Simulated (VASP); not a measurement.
# W in VASP: settings compared, part 2 of 2

VASP 6.6.1. Earlier steps stand in the parts before.

### 3 Single point, revPBE+D3(BJ), non-collinear spin, typed start (the cell strained at random)

Input file INCAR:

```
SYSTEM = W
ALGO     = Normal         ! electronic algorithm
EDIFF    = 1E-6           ! SCF threshold, eV
ENCUT    = 520            ! plane-wave cutoff, eV
GGA      = RE             ! functional
ISIF     = 2              ! what is computed and relaxed
ISMEAR   = 0              ! smearing method
IVDW     = 12             ! dispersion correction
LASPH    = .True.         ! aspherical terms in the spheres
LCHARG   = .True.         ! write CHGCAR
LMAXMIX  = 4              ! l up to which the mixer works
LNONCOLLINEAR= .True.         ! non-collinear magnetism
LORBIT   = 11             ! projections on sites
LREAL    = .False.        ! projectors in reciprocal space
LVHAR    = .True.       
LWAVE    = .False.        ! write WAVECAR
MAGMOM   = 0.354 0.354 0  ! initial moments
NBANDS   = 25             ! bands
NELM     = 150            ! most SCF steps
PREC     = Accurate       ! precision mode
SIGMA    = 0.05           ! smearing width, eV
```

Input file KPOINTS:

```
k-points
0
Gamma
  9 8 9
  0 0 0
```

Input file POSCAR:

```
W
1.0
   -0.0249190000      2.0371060000      2.0029870000
    2.0337060000     -0.0475600000      2.0256280000
    1.9899740000      2.0160150000     -0.0038270000
W
1
Direct
    0.0057590000     -0.0039490000     -0.0015760000
```

Potentials or basis: VASP PAW PBE potentials, release 64 (W_sv).

Started as:

```
> cat potpaw_PBE.64/W_sv/POTCAR > POTCAR
> mpirun -np 1 vasp_ncl > vasp.out
```

OUTCAR:

```text
SYSTEM = W
   EDIFF = 1E-6
   ENCUT = 520
   GGA = RE
   ISIF = 2
   ISMEAR = 0
   IVDW = 12
   LASPH = .True.
   LNONCOLLINEAR = .True.
   LORBIT = 11
   LREAL = .False.
   NELM = 150
   PREC = Accurate
 IVDW          = 12

 ion  position               nearest neighbor table
   1  0.006  0.996  0.998-

  LATTYP: Found a triclinic cell.
 ALAT       =     2.8327244213
 B/A-ratio  =     1.0039311337
 C/A-ratio  =     1.0134350693
 COS(alpha) =     0.0041210210
 COS(beta)  =     0.4849142679
 COS(gamma) =     0.4933972156

  Lattice vectors:

 A1 = (  -1.9899740000,  -2.0160150000,   0.0038270000)
 A2 = (  -2.0148930000,   0.0210910000,   2.0068140000)
 A3 = (  -2.0337060000,   0.0475600000,  -2.0256280000)

Analysis of symmetry for initial positions (statically):
=====================================================================
 Subroutine PRICEL returns:
 Original cell was already a primitive cell.

 Routine SETGRP: Setting up the symmetry group for a
 triclinic supercell.

 Subroutine GETGRP returns: Found  2 space group operations
 (whereof  1 operations were pure point group operations)
 out of a pool of  2 trial point group operations.

The static configuration has the point symmetry C_1 .
 The point group associated with its full space group is S_2 .

Analysis of symmetry for dynamics (positions and initial velocities):
=====================================================================
 Subroutine PRICEL returns:
 Original cell was already a primitive cell.

 Routine SETGRP: Setting up the symmetry group for a
 triclinic supercell.

 Subroutine GETGRP returns: Found  2 space group operations
 (whereof  1 operations were pure point group operations)
 out of a pool of  2 trial point group operations.

The dynamic configuration has the point symmetry C_1 .
 The point group associated with its full space group is S_2 .

Analysis of structural, dynamic, and magnetic symmetry:
=====================================================================
 Subroutine PRICEL returns:
 Original cell was already a primitive cell.

 Routine SETGRP: Setting up the symmetry group for a
 triclinic supercell.

 Subroutine GETGRP returns: Found  2 space group operations
 (whereof  1 operations were pure point group operations)
 out of a pool of  2 trial point group operations.

The overall configuration has the point symmetry C_1 .
 The point group associated with its full space group is S_2 .

 Subroutine INISYM returns: Found  2 space group operations
 (whereof  1 operations are pure point group operations),
 and found     1 'primitive' translations

----------------------------------------------------------------------------------------

                                     Primitive cell

  volume of cell :      16.7309

  direct lattice vectors                    reciprocal lattice vectors
    -0.024919000  2.037106000  2.002987000    -0.244070837  0.241394084  0.250711892
     2.033706000 -0.047560000  2.025628000     0.241819514 -0.238230268  0.245296754
[... 67 lines left out ...]
   total plane-waves  NPLWV =  13824
   dimension x,y,z NGX =    24 NGY =   24 NGZ =   24
   dimension x,y,z NGXF=    48 NGYF=   48 NGZF=   48
   ions per type =               1
   NGX,Y,Z   is equivalent  to a cutoff of  13.97, 13.90, 14.09 a.u.
   NGXF,Y,Z  is equivalent  to a cutoff of  27.93, 27.80, 28.17 a.u.
 SYSTEM =  W
   PREC   = accura    normal or accurate (medium, high low for compatibility)
   ISTART =      0    job   : 0-new  1-cont  2-samecut
   ICHARG =      2    charge: 1-file 2-atom 10-const
   ISPIN  =      1    spin polarized calculation?
   LNONCOLLINEAR =      T non collinear calculations
   LSORBIT =      F    spin-orbit coupling
   LASPH  =      T    aspherical Exc in radial PAW
   ENCUT  =  520.0 eV  38.22 Ry    6.18 a.u.   5.31  5.34  5.27*2*pi/ulx,y,z
   NELM   =    150;   NELMIN=  2; NELMDL= -5     # of ELM steps
   EDIFF  = 0.1E-05   stopping-criterion for ELM
   LREAL  =      F    real-space projection
   EDIFFG = 0.1E-04   stopping-criterion for IOM
   NSW    =      0    number of steps for IOM
   IBRION =     -1    ionic relax: 0-MD 1-quasi-New 2-CG
   NFREE  =      0    steps in history (QN), initial steepest desc. (CG)
   ISIF   =      2    stress and relaxation
   ISYM   =      2    0-nonsym 1-usesym 2-fastsym
   POTIM  = 0.5000    time-step for ionic-motion
   TEBEG  =    0.0;   TEEND  =   0.0 temperature during run
   PSTRESS=    0.0 pullay stress
   NELECT =      14.0000    total number of electrons
   NUPDOWN=      -1.0000    fix difference up-down
   EMIN   =  10.00;   EMAX   =-10.00  energy-range for DOS
   EFERMI =   0.00;   METHOD = LEGACY
   ISMEAR =     0;   SIGMA  =   0.05  broadening in eV -4-tet -1-fermi 0-gaus
   EFERMI_NEDOS =   21; number of points for ismear=-14 and -15
   IALGO  =     38    algorithm
   IMIX   =      4    mixing-type and parameters
     AMIX     =   0.40;   BMIX     =  1.00
     AMIX_MAG =   1.60;   BMIX_MAG =  1.00
  volume/ion in A,a.u.               =      16.73       112.91
  Fermi-wavevector in a.u.,A,eV,Ry     =   1.542688  2.915258 32.380320  2.379886
  Thomas-Fermi vector in A             =   2.648457
   LORBIT       =     11    0 simple, 1 ext, 2 COOP (PROOUT), +10 PAW based schemes
   GGA     = RE    functional components
   LHFCALC =     F    Hartree Fock is set to
   AEXX    =    0.0000 exact exchange contribution
   IVDW    =    12    specifies the selected vdW correction
   LEPSILON=     F    determine dielectric tensor
   LRPA    =     F    only Hartree local field effects (RPA)
 Gauss-broadening in eV      SIGMA  =   0.05
  energy-cutoff  :      520.00
  volume of cell :       16.73
 maximum number of plane-waves:       928
 NGX is ok and might be reduce to    24
   NGX = 11   NGY = 11   NGZ = 11

 number of electron      14.0000000 magnetization       0.0031364      0.0013677     -0.0001399

 number of electron      14.0000000 magnetization       0.0005085      0.0004969      0.0000076

 number of electron      14.0000000 magnetization      -0.0003501     -0.0001751      0.0000077

 number of electron      14.0000000 magnetization      -0.0000481     -0.0001532     -0.0000103

 Free energy of the ion-electron system (eV)
  ---------------------------------------------------
  ext. energy  EPLUGINS =         0.00000000
  ---------------------------------------------------
  free energy    TOTEN  =       -12.04463502 eV

  energy without entropy =      -12.04329033  energy(sigma->0) =      -12.04396268

 E-fermi :  10.3300     XC(G=0): -13.2863

 val. band max:       10.3242317772   @ k =  -0.0000   0.1250   0.1111
 cond. band min:      10.3432358278   @ k =   0.0000   0.3750   0.1111
 fundamental gap:      0.0190040505
 Fermi energy:        10.3300032712

 k-point     1 :       0.0000    0.0000    0.0000
  band No.  band energies     occupation
      1     -63.4316      1.00000
      2     -63.4314      1.00000
      3     -27.1393      1.00000
      4     -27.1391      1.00000
      5     -27.0742      1.00000
      6     -27.0740      1.00000
[... 661 lines left out ...]
     24      24.2425      0.00000
     25      30.5930      0.00000

 [... further k-points ...]

------------------------ aborting loop because EDIFF is reached ----------------------------------------

 Edisp (eV)   -1.18168

 E8    (eV) :    -0.8851

  FORCE on cell =-STRESS in cart. coord.  units (eV):
  Direction    XX          YY          ZZ          XY          YZ          ZX
  --------------------------------------------------------------------------------------
  -------------------------------------------------------------------------------------
  Total      -1.44855    -1.30138    -1.60071    -0.33024    -0.03756     0.13607
  in kB    -138.71540  -124.62210  -153.28727   -31.62421    -3.59647    13.03012
  external pressure =     -138.87 kB  Pullay stress =        0.00 kB

 VOLUME and BASIS-vectors are now :
 -----------------------------------------------------------------------------
  energy-cutoff  :      520.00
  volume of cell :       16.73
      direct lattice vectors                 reciprocal lattice vectors
    -0.024919000  2.037106000  2.002987000    -0.244070837  0.241394084  0.250711892
     2.033706000 -0.047560000  2.025628000     0.241819514 -0.238230268  0.245296754
     1.989974000  2.016015000 -0.003827000     0.252329027  0.246488459 -0.247547953

 POSITION                                       TOTAL-FORCE (eV/Angst)
 -----------------------------------------------------------------------------------
      4.01237      1.97720      2.02534         0.000000      0.000000      0.000000
 -----------------------------------------------------------------------------------
    total drift:                               -0.000003      0.000001      0.000002

  FREE ENERGIE OF THE ION-ELECTRON SYSTEM (eV)
  ---------------------------------------------------
  free  energy   TOTEN  =       -13.2263136833 eV

  energy  without entropy=      -13.2249690005  energy(sigma->0) =      -13.22564134

 total charge

# of ion       s       p       d       tot
------------------------------------------
    1        2.399   6.299   3.289  11.987

 magnetization (x)

# of ion       s       p       d       tot
------------------------------------------
    1       -0.000  -0.000  -0.000  -0.000

 magnetization (y)

# of ion       s       p       d       tot
------------------------------------------
    1       -0.000  -0.000  -0.000  -0.000

 magnetization (z)

# of ion       s       p       d       tot
------------------------------------------
    1       -0.000  -0.000  -0.000  -0.000
```

It took 8.7 min on 1 thread of Oxide Virtual Turin-like, shared host; peak memory 0.31 GiB.

Results:

| Property | Result |
| --- | --- |
| Free energy | -13.2263 eV |
| Pressure | -13.9 GPa |
| Band gap on the k mesh | zero (bands 14 and 15 overlap by 3.07 eV) |
| Net moment | 0.00 μB per cell |
| Valence electrons inside the program's atomic spheres | W 11.99 |
| Dispersion energy per atom | -1.182 eV |

Moments on the atoms (μB; x, y, z):
```
W   0.00 0.00 0.00
```

Caveat: the cell differs from its parent crystal (the cell strained at random); the cell stands under tension; the PAW data sets were made with another functional, which shifts forces and pressure a little; spin-orbit coupling is left out, which moves the levels of the heavy elements.
